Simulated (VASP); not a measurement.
GaP: single point with PBEsol

Crystal: GaP.

```
CELL_PARAMETERS angstrom
0.00000 2.68079 2.68079
2.68079 0.00000 2.68079
2.68079 2.68079 0.00000
ATOMIC_POSITIONS crystal
Ga 0.00000 0.00000 0.00000
P 0.75000 0.75000 0.75000
```

```yaml
Program: VASP 6.6.1
Task: single point
Functional: PBEsol
Potentials_or_basis: VASP PAW PBE potentials, release 64 (Ga_d, P)
Cutoff: 520 eV
k_mesh: 8 × 8 × 8
Occupations: gaussian, width 0.01 eV
Spin: no spin polarisation
```

```
Pressure               : 3.9 GPa
Band gap on the k mesh : 1.41 eV, indirect (least direct gap 2.16 eV)
```

Levels at points of the mesh, in eV from the valence-band top:
| k point | band 7 | band 8 | band 9 | band 10 | band 11 | band 12 |
| --- | --- | --- | --- | --- | --- | --- |
| (0.00, 0.00, 0.00) | 0.00 | 0.00 | 0.00 | 2.16 | 3.81 | 3.81 |
| (0.50, 0.00, 0.00) | -6.99 | -1.20 | -1.20 | 1.74 | 4.63 | 4.63 |
| (0.50, 0.50, 0.00) | -7.05 | -2.89 | -2.89 | 1.41 | 1.66 | 10.92 |

Run time: 21 s on 1 thread of Intel Xeon 8259CL, on a shared host, peak memory 0.16 GiB.

Caveat: the PAW data sets were made with another functional, which shifts forces and pressure a little. A k mesh can miss the band edges.
